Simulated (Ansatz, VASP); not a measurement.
**One calculation of P, two programs**

The input INCAR:

```
ALGO     = Normal         # electronic algorithm
EDIFF    = 1E-6           # SCF threshold, eV
ENCUT    = 520            # plane-wave cutoff, eV
GGA      = PS             # functional
ISIF     = 2              # what is computed and relaxed
ISMEAR   = -1             # smearing method
LASPH    = T              # aspherical terms in the spheres
LCHARG   = T              # write CHGCAR
LELF     = T              # ELF
LREAL    = F              # projectors in reciprocal space
LVHAR    = T            
LWAVE    = F              # write WAVECAR
NBANDS   = 18             # bands
NELM     = 80             # most SCF steps
PREC     = Accurate       # precision mode
SIGMA    = 0.05           # smearing width, eV
```

KPOINTS

```
k-points
0
Gamma
  8 1 6
```

Contents of POSCAR:

```
P
1.0
    3.2837277200      0.0000000000      0.0000000000
    0.0000000000     34.8570309900      0.0000000000
    0.0000000000      0.0000000000      4.6320847100
P
4
Direct
    0.5000000000      0.9702614300      0.9078492800
    0.5000000000      0.0297385700      0.0921507200
    0.0000000000      0.0297385700      0.4078492800
    0.0000000000      0.9702614300      0.5921507200
```

The input input.yaml:

```yaml
crystal:
  lattice:
    - [3.28372772, 0.0, 0.0]
    - [0.0, 34.85703099, 0.0]
    - [0.0, 0.0, 4.63208471]
  atoms:
    - { symbol: P, position: [0.5, 0.97026143, 0.90784928] }
    - { symbol: P, position: [0.5, 0.02973857, 0.09215072] }
    - { symbol: P, position: [0.0, 0.02973857, 0.40784928] }
    - { symbol: P, position: [0.0, 0.97026143, 0.59215072] }
hamiltonian:
  xc: pbesol
  pseudopotentials: { kind: paw }
kpoints:
  mp_grid: { grid: [8, 1, 6] }
  band_path:
    path:
      - [[0.0, 0.0, 0.0], [-0.5, 0.0, 0.0], [-0.5, 0.0, -0.5], [0.0, 0.0, -0.5], [0.0, 0.0, 0.0], [0.0, -0.5, 0.0], [-0.5, -0.5, 0.0], [-0.5, -0.5, -0.5], [0.0, -0.5, -0.5], [0.0, -0.5, 0.0]]
      - [[0.0, 0.0, -0.5], [0.0, -0.5, -0.5]]
      - [[-0.5, -0.5, 0.0], [-0.5, 0.0, 0.0]]
      - [[-0.5, 0.0, -0.5], [-0.5, -0.5, -0.5]]
    npoints: 14
scf:
  occupations: { method: fermi_dirac, width: 0.05 }
  n_extra_bands: 10
output:
  forces: true
  stress: true
  eigenvalues: true
  fatbands: false
  write_density: true
  write_potential: true
  elf: true
  volumetric_format: npy
```

Alike in both runs: functional PBEsol; k mesh 8 × 1 × 6; occupations fermi-dirac, width 0.05 eV; no spin polarisation.

|  | VASP | Ansatz |
| --- | --- | --- |
| version | VASP 6.6.1 | Ansatz 0.2.0 |
| potentials or method | VASP PAW PBE potentials, release 64 (P) | Ansatz PAW |
| plane-wave cutoff (eV) | 520 | 420 |
| valence electrons in the cell | 20 | 20 |
| task | single point | band structure |

Ansatz gave:

| Quantity | Value |
| --- | --- |
| gap on the k mesh at the Fermi level (eV) | 0.88 |
| least direct gap on the mesh (eV) | 0.88 |
| rms of the force components (eV/Å) | 0.156 |

Task: What did VASP give for the same quantities?

Result: gap on the k mesh at the Fermi level (eV): 0.90; least direct gap on the mesh (eV): 0.90; rms of the force components (eV/Å): 0.147.

VASP's potentials were made for PBE, not for PBEsol. Atom by atom the forces differ by 0.011 eV/Å (rms over components).
